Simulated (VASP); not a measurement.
# FePt (Pm-3m) in VASP: further runs, part 2 of 3

VASP 6.6.1.

**3. Single point, PBE**

This run uses another cell than the first one, of 13.32 Å³/atom, 0.925 times its volume.

Input file INCAR:

```
SYSTEM = FePt
  ALGO = Fast
  EDIFF = 1E-6
  ENCUT = 520
  GGA = PE
  ISIF = 2
  ISMEAR = 0
  LASPH = .True.
  LCHARG = .True.
  LELF = .True.
  LREAL = .False.
  LVHAR = .True.
  LWAVE = .False.
  NBANDS = 16
  NELM = 80
  PREC = Accurate
  SIGMA = 0.1
```

Input file KPOINTS:

```
k-points
0
Gamma
  14 14 14
  0 0 0
```

Input file POSCAR:

```
FePt
1.0
    2.9862972796      0.0000000000      0.0000000000
    0.0000000000      2.9862972796      0.0000000000
    0.0000000000      0.0000000000      2.9862972796
Fe Pt
1 1
Direct
    0.0000000000      0.0000000000      0.0000000000
    0.5000000000      0.5000000000      0.5000000000
```

Potentials or basis: VASP PAW PBE potentials, release 64 (Fe, Pt).

Command:

```console
cat potpaw_PBE.64/Fe/POTCAR potpaw_PBE.64/Pt/POTCAR > POTCAR
mpirun -np 1 vasp_std > vasp.out
```

OUTCAR:

```text
SYSTEM = FePt
   EDIFF = 1E-6
   ENCUT = 520
   GGA = PE
   ISIF = 2
   ISMEAR = 0
   LASPH = .True.
   LREAL = .False.
   NELM = 80
   PREC = Accurate

 ion  position               nearest neighbor table
   1  0.000  0.000  0.000-   2 2.59   2 2.59   2 2.59   2 2.59   2 2.59   2 2.59   2 2.59   2 2.59

   2  0.500  0.500  0.500-   1 2.59   1 2.59   1 2.59   1 2.59   1 2.59   1 2.59   1 2.59   1 2.59

  LATTYP: Found a simple cubic cell.
 ALAT       =     2.9862972796

  Lattice vectors:

 A1 = (   2.9862972796,   0.0000000000,   0.0000000000)
 A2 = (   0.0000000000,   2.9862972796,   0.0000000000)
 A3 = (   0.0000000000,   0.0000000000,   2.9862972796)

Analysis of symmetry for initial positions (statically):
=====================================================================
 Subroutine PRICEL returns:
 Original cell was already a primitive cell.

 Routine SETGRP: Setting up the symmetry group for a
 simple cubic supercell.

 Subroutine GETGRP returns: Found 48 space group operations
 (whereof 48 operations were pure point group operations)
 out of a pool of 48 trial point group operations.

The static configuration has the point symmetry O_h .

Analysis of symmetry for dynamics (positions and initial velocities):
=====================================================================
 Subroutine PRICEL returns:
 Original cell was already a primitive cell.

 Routine SETGRP: Setting up the symmetry group for a
 simple cubic supercell.

 Subroutine GETGRP returns: Found 48 space group operations
 (whereof 48 operations were pure point group operations)
 out of a pool of 48 trial point group operations.

The dynamic configuration has the point symmetry O_h .

 Subroutine INISYM returns: Found 48 space group operations
 (whereof 48 operations are pure point group operations),
 and found     1 'primitive' translations

----------------------------------------------------------------------------------------

                                     Primitive cell

  volume of cell :      26.6317

  direct lattice vectors                    reciprocal lattice vectors
     2.986297280  0.000000000  0.000000000     0.334862844  0.000000000  0.000000000
     0.000000000  2.986297280  0.000000000     0.000000000  0.334862844  0.000000000
     0.000000000  0.000000000  2.986297280     0.000000000  0.000000000  0.334862844

  length of vectors
     2.986297280  2.986297280  2.986297280     0.334862844  0.334862844  0.334862844

  position of ions in fractional coordinates (direct lattice)
     0.000000000  0.000000000  0.000000000
     0.500000000  0.500000000  0.500000000

  ion indices of the primitive-cell ions
   primitive index   ion index
                 1           1
                 2           2

----------------------------------------------------------------------------------------

 KPOINTS: k-points

Automatic generation of k-mesh.
 Grid dimensions read from file:
 generate k-points for:   14   14   14

 Generating k-lattice:

  Cartesian coordinates                     Fractional coordinates (reciprocal lattice)
     0.023918775  0.000000000  0.000000000     0.071428571  0.000000000  0.000000000
     0.000000000  0.023918775  0.000000000     0.000000000  0.071428571  0.000000000
     0.000000000  0.000000000  0.023918775     0.000000000  0.000000000  0.071428571

  Length of vectors
     0.023918775  0.023918775  0.023918775

  Shift w.r.t. Gamma in fractional coordinates (k-lattice)
     0.000000000  0.000000000  0.000000000

 Subroutine IBZKPT returns following result:
 ===========================================

 Found    120 irreducible k-points:

 Following reciprocal coordinates:
            Coordinates               Weight
  0.000000  0.000000  0.000000      1.000000
  0.071429  0.000000  0.000000      6.000000
  0.142857  0.000000  0.000000      6.000000
  0.214286  0.000000  0.000000      6.000000
  0.285714  0.000000  0.000000      6.000000
  0.357143  0.000000  0.000000      6.000000
[... 16 lines left out ...]
  0.285714  0.214286  0.000000     24.000000
  0.357143  0.214286  0.000000     24.000000
 [... further k-points ...]
   k-points           NKPTS =    120   k-points in BZ     NKDIM =    120   number of bands    NBANDS=     16
   number of dos      NEDOS =    301   number of ions     NIONS =      2
   total plane-waves  NPLWV =  13824
   dimension x,y,z NGX =    24 NGY =   24 NGZ =   24
   dimension x,y,z NGXF=    48 NGYF=   48 NGZF=   48
   ions per type =               1   1
   NGX,Y,Z   is equivalent  to a cutoff of  13.36, 13.36, 13.36 a.u.
   NGXF,Y,Z  is equivalent  to a cutoff of  26.72, 26.72, 26.72 a.u.
 SYSTEM =  FePt
   PREC   = accura    normal or accurate (medium, high low for compatibility)
   ISTART =      0    job   : 0-new  1-cont  2-samecut
   ICHARG =      2    charge: 1-file 2-atom 10-const
   ISPIN  =      1    spin polarized calculation?
   LNONCOLLINEAR =      F non collinear calculations
   LSORBIT =      F    spin-orbit coupling
   LASPH  =      T    aspherical Exc in radial PAW
   ENCUT  =  520.0 eV  38.22 Ry    6.18 a.u.   5.55  5.55  5.55*2*pi/ulx,y,z
   NELM   =     80;   NELMIN=  2; NELMDL= -5     # of ELM steps
   EDIFF  = 0.1E-05   stopping-criterion for ELM
   LREAL  =      F    real-space projection
   EDIFFG = 0.1E-04   stopping-criterion for IOM
   NSW    =      0    number of steps for IOM
   IBRION =     -1    ionic relax: 0-MD 1-quasi-New 2-CG
   NFREE  =      0    steps in history (QN), initial steepest desc. (CG)
   ISIF   =      2    stress and relaxation
   ISYM   =      2    0-nonsym 1-usesym 2-fastsym
   POTIM  = 0.5000    time-step for ionic-motion
   TEBEG  =    0.0;   TEEND  =   0.0 temperature during run
   PSTRESS=    0.0 pullay stress
   NELECT =      18.0000    total number of electrons
   NUPDOWN=      -1.0000    fix difference up-down
   EMIN   =  10.00;   EMAX   =-10.00  energy-range for DOS
   EFERMI =   0.00;   METHOD = LEGACY
   ISMEAR =     0;   SIGMA  =   0.10  broadening in eV -4-tet -1-fermi 0-gaus
   EFERMI_NEDOS =   21; number of points for ismear=-14 and -15
   IALGO  =     68    algorithm
   IMIX   =      4    mixing-type and parameters
     AMIX     =   0.40;   BMIX     =  1.00
     AMIX_MAG =   1.60;   BMIX_MAG =  1.00
  volume/ion in A,a.u.               =      13.32        89.86
  Fermi-wavevector in a.u.,A,eV,Ry     =   1.436700  2.714969 28.083862  2.064106
  Thomas-Fermi vector in A             =   2.555859
   LORBIT       =      0    0 simple, 1 ext, 2 COOP (PROOUT), +10 PAW based schemes
   GGA     = PE    functional components
   LHFCALC =     F    Hartree Fock is set to
   AEXX    =    0.0000 exact exchange contribution
   IVDW    =     0    specifies the selected vdW correction
   LEPSILON=     F    determine dielectric tensor
   LRPA    =     F    only Hartree local field effects (RPA)
 non-spin polarized calculation
 RMM-DIIS sequential band-by-band and
 Gauss-broadening in eV      SIGMA  =   0.10
  energy-cutoff  :      520.00
  volume of cell :       26.63
 maximum number of plane-waves:       739
 NGX is ok and might be reduce to    24
   NGX = 11   NGY = 11   NGZ = 11

 number of electron      18.0000012 magnetization

 Free energy of the ion-electron system (eV)
  ---------------------------------------------------
  ext. energy  EPLUGINS =         0.00000000
  ---------------------------------------------------
  free energy    TOTEN  =       -13.60662047 eV

  energy without entropy =      -13.58213272  energy(sigma->0) =      -13.59437659

 E-fermi :   8.8775     XC(G=0): -13.2989

 val. band max:        8.8724319035   @ k =   0.4286   0.2143   0.0000
 cond. band min:       8.8854348820   @ k =   0.2857   0.0714   0.0000
 fundamental gap:      0.0130029785
 Fermi energy:         8.8774853058

 k-point     1 :       0.0000    0.0000    0.0000
  band No.  band energies     occupation
      1      -0.5732      2.00000
      2       3.0279      2.00000
      3       3.0279      2.00000
      4       6.1455      2.00000
      5       6.1455      2.00000
      6       6.1455      2.00000
[... 8 lines left out ...]
     15      25.6093      0.00000
     16      26.2192      0.00000
[... 419 lines left out ...]
 k-point    24 :       0.3571    0.2143    0.0000
  band No.  band energies     occupation
      1       2.2194      2.00000
      2       3.7630      2.00000
      3       4.7476      2.00000
      4       5.3148      2.00000
      5       5.8650      2.00000
      6       6.0176      2.00000
[... 8 lines left out ...]
     15      23.1532      0.00000
     16      25.1272      0.00000

 [... further k-points ...]
[... 5 lines left out ...]
  --------------------------------------------------------------------------------------
  -------------------------------------------------------------------------------------
  Total       -0.0722129     -0.0722129     -0.0722129     -0.0000000      0.0000000      0.0000000
  in kB       -4.3443655     -4.3443655     -4.3443655     -0.0000000      0.0000000      0.0000000
  external PRESSURE =      -4.3443655 kB  Pullay stress =       0.0000000 kB

 VOLUME and BASIS-vectors are now :
 -----------------------------------------------------------------------------
  energy-cutoff  :      520.00
  volume of cell :       26.63
      direct lattice vectors                 reciprocal lattice vectors
     2.986297280  0.000000000  0.000000000     0.334862844  0.000000000  0.000000000
     0.000000000  2.986297280  0.000000000     0.000000000  0.334862844  0.000000000
     0.000000000  0.000000000  2.986297280     0.000000000  0.000000000  0.334862844

 POSITION                                       TOTAL-FORCE (eV/Angst)
 -----------------------------------------------------------------------------------
      0.00000      0.00000      0.00000         0.000000      0.000000      0.000000
      1.49315      1.49315      1.49315         0.000000      0.000000      0.000000
 -----------------------------------------------------------------------------------
    total drift:                                0.000000     -0.000000     -0.000000

  FREE ENERGIE OF THE ION-ELECTRON SYSTEM (eV)
  ---------------------------------------------------
  free  energy   TOTEN  =       -13.6066204667 eV

  energy  without entropy=      -13.5821327212  energy(sigma->0) =      -13.59437659
```

Wall time 18 s (1 thread of Intel Xeon 6975P-C (Granite Rapids), shared host); peak memory 0.18 GiB.

Results:

```
Free energy            : -13.6066 eV
Pressure               : -0.4 GPa
Band gap on the k mesh : zero (band 9 reaches 9.71 eV, above the bottom of band 10 at 8.48 eV)
```

Levels at points of the mesh, in eV from the Fermi level:
| k point | band 6 | band 7 | band 8 | band 9 | band 10 | band 11 | band 12 | band 13 |
| --- | --- | --- | --- | --- | --- | --- | --- | --- |
| (0.00, 0.00, 0.00) | -2.73 | -0.27 | -0.27 | 0.84 | 0.84 | 0.84 | 8.52 | 8.52 |
| (0.50, 0.00, 0.00) | -1.87 | -1.69 | -1.05 | -1.05 | -0.39 | 0.43 | 0.78 | 14.49 |
| (0.50, 0.50, 0.00) | -0.57 | -0.19 | 0.17 | 0.17 | 0.17 | 1.20 | 1.20 | 5.78 |
| (0.50, 0.50, 0.50) | -2.31 | -0.49 | -0.49 | 0.20 | 0.20 | 7.03 | 7.92 | 7.92 |

Caveat: spin-orbit coupling is left out, which moves the levels of the heavy elements.

(Part 2 of 3 ends here.)
